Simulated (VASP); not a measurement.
# HgTe (Fm-3m) in VASP: further runs

The runs below take HgTe through single point, with LDA, PBEsol.

Program: VASP 6.6.1. These are calculated values, not measurements. Logs are shortened: lines on timing, memory, paths and dates and some standing lists are left out, and cuts for length are marked.

### 1 The cell of the first run

It takes space group Fm-3m (No. 225, cubic). Conventional cell: a = 6.402 Å, b = 6.402 Å, c = 6.402 Å, α = 90.00°, β = 90.00°, γ = 90.00°. Hg (site symmetry m-3m) has 6 Te at 3.20 Å within 4.2 Å. Within 4.2 Å of Te (site symmetry m-3m) lie 6 Hg at 3.20 Å.

### 2 Single point, LDA (volume scaled by 1.02)

INCAR reads:

```
PREC = Accurate ; ENCUT = 520
EDIFF = 1E-7 ; ISMEAR = -1
SIGMA = 0.05 ; LREAL = False
LASPH = True ; NELM = 100
ALGO = Normal ; ISIF = 2
LWAVE = False ; LCHARG = True
GGA = CA ; LELF = True
LVHAR = True ; NBANDS = 16
```

KPOINTS reads:

```
regular mesh
0
Gamma
  7 7 7
```

POSCAR reads:

```
HgTe
1.0
    0.0000000000      3.2010602164      3.2010602164
    3.2010602164      0.0000000000      3.2010602164
    3.2010602164      3.2010602164      0.0000000000
Hg Te
1 1
Direct
    0.0000000000      0.0000000000      0.0000000000
    0.5000000000      0.5000000000      0.5000000000
```

Potentials or basis: VASP PAW LDA potentials, release 64 (Hg, Te).

The run is started by

```console
$ cat potpaw_LDA.64/Hg/POTCAR potpaw_LDA.64/Te/POTCAR > POTCAR
$ mpirun -np 1 vasp_std > vasp.out
```

OUTCAR:

```text
PREC = Accurate
   ENCUT = 520
   EDIFF = 1E-7
   ISMEAR = -1
   LREAL = False
   LASPH = True
   NELM = 100
   ISIF = 2
   GGA = CA

 ion  position               nearest neighbor table
   1  0.000  0.000  0.000-   2 3.20   2 3.20   2 3.20   2 3.20   2 3.20   2 3.20
   2  0.500  0.500  0.500-   1 3.20   1 3.20   1 3.20   1 3.20   1 3.20   1 3.20

  LATTYP: Found a face centered cubic cell.
 ALAT       =     6.4021204328

  Lattice vectors:

 A1 = (   0.0000000000,   3.2010602164,   3.2010602164)
 A2 = (   3.2010602164,   0.0000000000,   3.2010602164)
 A3 = (   3.2010602164,   3.2010602164,   0.0000000000)

Analysis of symmetry for initial positions (statically):
=====================================================================
 Subroutine PRICEL returns:
 Original cell was already a primitive cell.

 Routine SETGRP: Setting up the symmetry group for a
 face centered cubic supercell.

 Subroutine GETGRP returns: Found 48 space group operations
 (whereof 48 operations were pure point group operations)
 out of a pool of 48 trial point group operations.

The static configuration has the point symmetry O_h .

Analysis of symmetry for dynamics (positions and initial velocities):
=====================================================================
 Subroutine PRICEL returns:
 Original cell was already a primitive cell.

 Routine SETGRP: Setting up the symmetry group for a
 face centered cubic supercell.

 Subroutine GETGRP returns: Found 48 space group operations
 (whereof 48 operations were pure point group operations)
 out of a pool of 48 trial point group operations.

The dynamic configuration has the point symmetry O_h .

 Subroutine INISYM returns: Found 48 space group operations
 (whereof 48 operations are pure point group operations),
 and found     1 'primitive' translations

----------------------------------------------------------------------------------------

                                     Primitive cell

  volume of cell :      65.6012

  direct lattice vectors                    reciprocal lattice vectors
     0.000000000  3.201060216  3.201060216    -0.156198249  0.156198249  0.156198249
     3.201060216  0.000000000  3.201060216     0.156198249 -0.156198249  0.156198249
     3.201060216  3.201060216  0.000000000     0.156198249  0.156198249 -0.156198249

  length of vectors
     4.526982772  4.526982772  4.526982772     0.270543303  0.270543303  0.270543303

  position of ions in fractional coordinates (direct lattice)
     0.000000000  0.000000000  0.000000000
     0.500000000  0.500000000  0.500000000

  ion indices of the primitive-cell ions
   primitive index   ion index
                 1           1
                 2           2

----------------------------------------------------------------------------------------

 KPOINTS: regular mesh

Automatic generation of k-mesh.
 Grid dimensions read from file:
 generate k-points for:    7    7    7

 Generating k-lattice:

  Cartesian coordinates                     Fractional coordinates (reciprocal lattice)
    -0.022314036  0.022314036  0.022314036     0.142857143  0.000000000  0.000000000
     0.022314036 -0.022314036  0.022314036     0.000000000  0.142857143  0.000000000
     0.022314036  0.022314036 -0.022314036     0.000000000  0.000000000  0.142857143

  Length of vectors
     0.038649043  0.038649043  0.038649043

  Shift w.r.t. Gamma in fractional coordinates (k-lattice)
     0.000000000  0.000000000  0.000000000

 Subroutine IBZKPT returns following result:
 ===========================================

 Found     20 irreducible k-points:

 Following reciprocal coordinates:
            Coordinates               Weight
  0.000000  0.000000  0.000000      1.000000
  0.142857  0.000000  0.000000      8.000000
  0.285714  0.000000  0.000000      8.000000
  0.428571  0.000000  0.000000      8.000000
  0.142857  0.142857  0.000000      6.000000
  0.285714  0.142857  0.000000     24.000000
[... 12 lines left out ...]
 -0.428571  0.428571  0.142857     24.000000
 -0.285714  0.428571  0.142857     24.000000
   k-points           NKPTS =     20   k-points in BZ     NKDIM =     20   number of bands    NBANDS=     16
   number of dos      NEDOS =    301   number of ions     NIONS =      2
   total plane-waves  NPLWV =  46656
   dimension x,y,z NGX =    36 NGY =   36 NGZ =   36
   dimension x,y,z NGXF=    72 NGYF=   72 NGZF=   72
   ions per type =               1   1
   NGX,Y,Z   is equivalent  to a cutoff of  13.22, 13.22, 13.22 a.u.
   NGXF,Y,Z  is equivalent  to a cutoff of  26.44, 26.44, 26.44 a.u.
 SYSTEM =  unknown system
   PREC   = accura    normal or accurate (medium, high low for compatibility)
   ISTART =      0    job   : 0-new  1-cont  2-samecut
   ICHARG =      2    charge: 1-file 2-atom 10-const
   ISPIN  =      1    spin polarized calculation?
   LNONCOLLINEAR =      F non collinear calculations
   LSORBIT =      F    spin-orbit coupling
   LASPH  =      T    aspherical Exc in radial PAW
   ENCUT  =  520.0 eV  38.22 Ry    6.18 a.u.   8.42  8.42  8.42*2*pi/ulx,y,z
   NELM   =    100;   NELMIN=  2; NELMDL= -5     # of ELM steps
   EDIFF  = 0.1E-06   stopping-criterion for ELM
   LREAL  =      F    real-space projection
   EDIFFG = 0.1E-05   stopping-criterion for IOM
   NSW    =      0    number of steps for IOM
   IBRION =     -1    ionic relax: 0-MD 1-quasi-New 2-CG
   NFREE  =      0    steps in history (QN), initial steepest desc. (CG)
   ISIF   =      2    stress and relaxation
   ISYM   =      2    0-nonsym 1-usesym 2-fastsym
   POTIM  = 0.5000    time-step for ionic-motion
   TEBEG  =    0.0;   TEEND  =   0.0 temperature during run
   PSTRESS=    0.0 pullay stress
   NELECT =      18.0000    total number of electrons
   NUPDOWN=      -1.0000    fix difference up-down
   EMIN   =  10.00;   EMAX   =-10.00  energy-range for DOS
   EFERMI =   0.00;   METHOD = LEGACY
   ISMEAR =    -1;   SIGMA  =   0.05  broadening in eV -4-tet -1-fermi 0-gaus
   EFERMI_NEDOS =   21; number of points for ismear=-14 and -15
   IALGO  =     38    algorithm
   IMIX   =      4    mixing-type and parameters
     AMIX     =   0.40;   BMIX     =  1.00
     AMIX_MAG =   1.60;   BMIX_MAG =  1.00
  volume/ion in A,a.u.               =      32.80       221.35
  Fermi-wavevector in a.u.,A,eV,Ry     =   1.063805  2.010299 15.397441  1.131680
  Thomas-Fermi vector in A             =   2.199302
   LORBIT       =      0    0 simple, 1 ext, 2 COOP (PROOUT), +10 PAW based schemes
   GGA     = CA    functional components
   LHFCALC =     F    Hartree Fock is set to
   AEXX    =    0.0000 exact exchange contribution
   IVDW    =     0    specifies the selected vdW correction
   LEPSILON=     F    determine dielectric tensor
   LRPA    =     F    only Hartree local field effects (RPA)
 non-spin polarized calculation
  energy-cutoff  :      520.00
  volume of cell :       65.60
 maximum number of plane-waves:      1807
 NGX is ok and might be reduce to    36
   NGX = 17   NGY = 17   NGZ = 17

 number of electron      17.9999998 magnetization

 Free energy of the ion-electron system (eV)
  ---------------------------------------------------
  ext. energy  EPLUGINS =         0.00000000
  ---------------------------------------------------
  free energy    TOTEN  =        -4.52990360 eV

  energy without entropy =       -4.52064673  energy(sigma->0) =       -4.52527516

 E-fermi :   2.7190     XC(G=0):  -9.4855

 val. band max:        2.7075509904   @ k =  -0.1429   0.1429   0.0000
 cond. band min:       2.8091797148   @ k =   0.4286   0.0000   0.0000
 fundamental gap:      0.1016287244
 Fermi energy:         2.7190472081

 k-point     1 :       0.0000    0.0000    0.0000
  band No.  band energies     occupation
      1      -8.4945      2.00000
      2      -3.5269      2.00000
      3      -3.5269      2.00000
      4      -3.4736      2.00000
      5      -3.4736      2.00000
      6      -3.4736      2.00000
[... 8 lines left out ...]
     15      10.2162      0.00000
     16      10.2162      0.00000

 k-point     2 :       0.1429    0.0000    0.0000
  band No.  band energies     occupation
      1      -8.3661      2.00000
      2      -3.5688      2.00000
      3      -3.5688      2.00000
      4      -3.4870      2.00000
      5      -3.4557      2.00000
      6      -3.4557      2.00000
[... 8 lines left out ...]
     15      10.6752      0.00000
     16      10.6752      0.00000

 k-point     3 :       0.2857    0.0000    0.0000
  band No.  band energies     occupation
      1      -8.0376      2.00000
      2      -3.6662      2.00000
      3      -3.6662      2.00000
      4      -3.5485      2.00000
      5      -3.4079      2.00000
      6      -3.4079      2.00000
[... 8 lines left out ...]
     15      11.5898      0.00000
     16      11.5898      0.00000

 k-point     4 :       0.4286    0.0000    0.0000
  band No.  band energies     occupation
      1      -7.7152      2.00000
      2      -3.7417      2.00000
      3      -3.7417      2.00000
      4      -3.6773      2.00000
      5      -3.3680      2.00000
      6      -3.3680      2.00000
[... 8 lines left out ...]
     15      12.8821      0.00000
     16      12.8821      0.00000
[... 248 lines left out ...]
 k-point    18 :      -0.4286    0.2857    0.1429
  band No.  band energies     occupation
      1      -7.6863      2.00000
      2      -3.6842      2.00000
      3      -3.5596      2.00000
      4      -3.5098      2.00000
      5      -3.3514      2.00000
      6      -3.3131      2.00000
[... 8 lines left out ...]
     15      12.4511      0.00000
     16      13.7253      0.00000

 k-point    19 :      -0.4286    0.4286    0.1429
  band No.  band energies     occupation
      1      -7.7103      2.00000
      2      -3.5759      2.00000
      3      -3.5306      2.00000
      4      -3.4006      2.00000
      5      -3.3225      2.00000
      6      -3.1556      2.00000
[... 8 lines left out ...]
     15      13.4363      0.00000
     16      14.8759      0.00000

 k-point    20 :      -0.2857    0.4286    0.1429
  band No.  band energies     occupation
      1      -7.6569      2.00000
      2      -3.6556      2.00000
      3      -3.5063      2.00000
      4      -3.4447      2.00000
      5      -3.3222      2.00000
      6      -3.1388      2.00000
[... 8 lines left out ...]
     15      12.5738      0.00000
     16      14.6812      0.00000

------------------------ aborting loop because EDIFF is reached ----------------------------------------

  FORCE on cell =-STRESS in cart. coord.  units (eV):
  Direction    XX          YY          ZZ          XY          YZ          ZX
  --------------------------------------------------------------------------------------
  -------------------------------------------------------------------------------------
  Total       -3.2862944     -3.2862944     -3.2862944      0.0000000      0.0000000      0.0000000
  in kB      -80.2611762    -80.2611762    -80.2611762      0.0000000      0.0000000      0.0000000
  external PRESSURE =     -80.2611762 kB  Pullay stress =       0.0000000 kB

 VOLUME and BASIS-vectors are now :
 -----------------------------------------------------------------------------
  energy-cutoff  :      520.00
  volume of cell :       65.60
      direct lattice vectors                 reciprocal lattice vectors
     0.000000000  3.201060216  3.201060216    -0.156198249  0.156198249  0.156198249
     3.201060216  0.000000000  3.201060216     0.156198249 -0.156198249  0.156198249
     3.201060216  3.201060216  0.000000000     0.156198249  0.156198249 -0.156198249

 POSITION                                       TOTAL-FORCE (eV/Angst)
 -----------------------------------------------------------------------------------
      0.00000      0.00000      0.00000        -0.000000      0.000000      0.000000
      3.20106      3.20106      3.20106         0.000000      0.000000     -0.000000
 -----------------------------------------------------------------------------------
    total drift:                               -0.000000      0.000000      0.000000

  FREE ENERGIE OF THE ION-ELECTRON SYSTEM (eV)
  ---------------------------------------------------
  free  energy   TOTEN  =        -4.5299035974 eV

  energy  without entropy=       -4.5206467302  energy(sigma->0) =       -4.52527516
```

It took 19 s on 1 thread of Intel Xeon 6975P-C (Granite Rapids), shared host; peak memory 0.17 GiB.

What came out:

```yaml
Free_energy: -4.5299 eV
Pressure: -8.0 GPa
Band_gap_on_the_k_mesh: zero (band 9 reaches 2.86 eV, above the bottom of band 10 at 1.00 eV)
```

Levels at points of the mesh, in eV from the Fermi level:
```tsv
k point	band 7	band 8	band 9	band 10	band 11	band 12
(0.00, 0.00, 0.00)	-1.58	-0.54	-0.54	-0.54	7.29	7.29
```

Caveat: spin-orbit coupling is left out, which moves the levels of the heavy elements.

### 3 Single point, LDA (volume scaled by 1.04)

INCAR reads:

```
ALGO     = Normal         # electronic algorithm
EDIFF    = 1E-6           # SCF threshold, eV
ENCUT    = 520            # plane-wave cutoff, eV
GGA      = CA             # functional
ISIF     = 2              # what is computed and relaxed
ISMEAR   = -1             # smearing method
LASPH    = True           # aspherical terms in the spheres
LCHARG   = False          # write CHGCAR
LREAL    = False          # projectors in reciprocal space
LWAVE    = False          # write WAVECAR
NBANDS   = 16             # bands
NELM     = 100            # most SCF steps
PREC     = Accurate       # precision mode
SIGMA    = 0.05           # smearing width, eV
```

KPOINTS reads:

```
k-points
0
Gamma
  7 7 7
```

POSCAR reads:

```
HgTe
1.0
    0.0000000000      3.2218469041      3.2218469041
    3.2218469041      0.0000000000      3.2218469041
    3.2218469041      3.2218469041      0.0000000000
Hg Te
1 1
Direct
    0.0000000000      0.0000000000      0.0000000000
    0.5000000000      0.5000000000      0.5000000000
```

Potentials or basis: VASP PAW LDA potentials, release 64 (Hg, Te).

The run is started by

```console
$ cat potpaw_LDA.64/Hg/POTCAR potpaw_LDA.64/Te/POTCAR > POTCAR
$ mpirun -np 1 vasp_std > vasp.out
```

Run time: 20 s. Hardware: 1 thread of Intel Xeon 6975P-C (Granite Rapids), shared host; peak memory 0.18 GiB.

It converged, with:

```
Free energy            : -4.4647 eV
Pressure               : -8.3 GPa
Band gap on the k mesh : zero (band 9 reaches 2.66 eV, above the bottom of band 10 at 0.88 eV)
```

Levels at points of the mesh, in eV from the Fermi level:
| k point | band 5 | band 6 | band 7 | band 8 | band 9 | band 10 | band 11 | band 12 | band 13 | band 14 |
| --- | --- | --- | --- | --- | --- | --- | --- | --- | --- | --- |
| (0.00, 0.00, 0.00) | -6.13 | -6.13 | -1.62 | -0.51 | -0.51 | -0.51 | 7.24 | 7.24 | 7.24 | 7.49 |

Caveat: spin-orbit coupling is left out, which moves the levels of the heavy elements.

### 4 Single point, PBEsol (volume scaled by 1.02)

INCAR reads:

```
SYSTEM = HgTe
PREC     = Accurate       ! precision mode
ENCUT    = 520            ! plane-wave cutoff, eV
EDIFF    = 1E-6           ! SCF threshold, eV
ISMEAR   = -1             ! smearing method
SIGMA    = 0.05           ! smearing width, eV
LREAL    = .FALSE.        ! projectors in reciprocal space
LASPH    = .TRUE.         ! aspherical terms in the spheres
NELM     = 60             ! most SCF steps
ALGO     = Normal         ! electronic algorithm
ISIF     = 2              ! what is computed and relaxed
LWAVE    = .FALSE.        ! write WAVECAR
LCHARG   = .FALSE.        ! write CHGCAR
GGA      = PS             ! functional
NBANDS   = 16             ! bands
```

KPOINTS reads:

```
Automatic mesh
0
G
  7 7 7
  0 0 0
```

POSCAR reads:

```
HgTe
1.0
    0.0000000000      3.2010602164      3.2010602164
    3.2010602164      0.0000000000      3.2010602164
    3.2010602164      3.2010602164      0.0000000000
Hg Te
1 1
Direct
    0.0000000000      0.0000000000      0.0000000000
    0.5000000000      0.5000000000      0.5000000000
```

Potentials or basis: VASP PAW PBE potentials, release 64 (Hg, Te).

The run is started by

```console
$ cat potpaw_PBE.64/Hg/POTCAR potpaw_PBE.64/Te/POTCAR > POTCAR
$ mpirun -np 1 vasp_std > vasp.out
```

It took 20 s on 1 thread of Intel Xeon 6975P-C (Granite Rapids), shared host; peak memory 0.2 GiB.

The run converged. Its results:

```yaml
Free_energy: -3.9329 eV
Pressure: -6.8 GPa
Band_gap_on_the_k_mesh: zero (band 9 reaches 2.90 eV, above the bottom of band 10 at 1.04 eV)
```

Levels at points of the mesh, in eV from the Fermi level:
```tsv
k point	band 7	band 8	band 9	band 10	band 11	band 12
(0.00, 0.00, 0.00)	-1.52	-0.54	-0.54	-0.54	7.35	7.35
```

Caveat: the PAW data sets were made with another functional, which shifts forces and pressure a little; spin-orbit coupling is left out, which moves the levels of the heavy elements.

### 5 Single point, LDA (volume scaled by 1.06)

INCAR reads:

```
SYSTEM = HgTe
ALGO = Normal
EDIFF = 1E-7
ENCUT = 520
GGA = CA
ISIF = 2
ISMEAR = -1
LASPH = .TRUE.
LCHARG = .FALSE.
LREAL = .FALSE.
LWAVE = .FALSE.
NBANDS = 16
NELM = 80
PREC = Accurate
SIGMA = 0.05
```

KPOINTS reads:

```
k-points
0
G
  7 7 7
  0 0 0
```

POSCAR reads:

```
HgTe
1.0
    0.0000000000      3.2423687753      3.2423687753
    3.2423687753      0.0000000000      3.2423687753
    3.2423687753      3.2423687753      0.0000000000
Hg Te
1 1
Direct
    0.0000000000      0.0000000000      0.0000000000
    0.5000000000      0.5000000000      0.5000000000
```

Potentials or basis: VASP PAW LDA potentials, release 64 (Hg, Te).

The run is started by

```console
$ cat potpaw_LDA.64/Hg/POTCAR potpaw_LDA.64/Te/POTCAR > POTCAR
$ mpirun -np 1 vasp_std > vasp.out
```

It took 17 s on 1 thread of Intel Xeon 6975P-C (Granite Rapids), shared host; peak memory 0.18 GiB.

Results (log left out):

```
Free energy            : -4.3975 eV
Pressure               : -8.5 GPa
Band gap on the k mesh : zero (band 9 reaches 2.48 eV, above the bottom of band 10 at 0.76 eV)
```

Levels at points of the mesh, in eV from the Fermi level:
| k point | band 5 | band 6 | band 7 | band 8 | band 9 | band 10 | band 11 | band 12 | band 13 | band 14 |
| --- | --- | --- | --- | --- | --- | --- | --- | --- | --- | --- |
| (0.00, 0.00, 0.00) | -6.08 | -6.08 | -1.66 | -0.49 | -0.49 | -0.49 | 7.20 | 7.20 | 7.20 | 7.48 |

Caveat: spin-orbit coupling is left out, which moves the levels of the heavy elements.

### 6 The runs side by side

| level | potentials or basis | cell | gap on the mesh (eV) | pressure (GPa) |
| --- | --- | --- | --- | --- |
| LDA | VASP PAW LDA potentials, release 64 (Hg, Te) | a = 4.527 Å, angles 60.0°, 2 atoms | none | -8.0 |
| LDA | VASP PAW LDA potentials, release 64 (Hg, Te) | a = 4.556 Å, angles 60.0°, 2 atoms | none | -8.3 |
| PBEsol | VASP PAW PBE potentials, release 64 (Hg, Te) | a = 4.527 Å, angles 60.0°, 2 atoms | none | -6.8 |
| LDA | VASP PAW LDA potentials, release 64 (Hg, Te) | a = 4.585 Å, angles 60.0°, 2 atoms | none | -8.5 |

Alike in all rows: task single point; no spin polarisation; k mesh 7 × 7 × 7; cutoff (eV) 520; smearing fermi-dirac 0.05 eV.

Caveats: spin-orbit coupling is left out, which moves the levels of the heavy elements; the PAW data sets were made with another functional, which shifts forces and pressure a little (some runs).

Absolute energies hang on the potentials; compare differences alone.
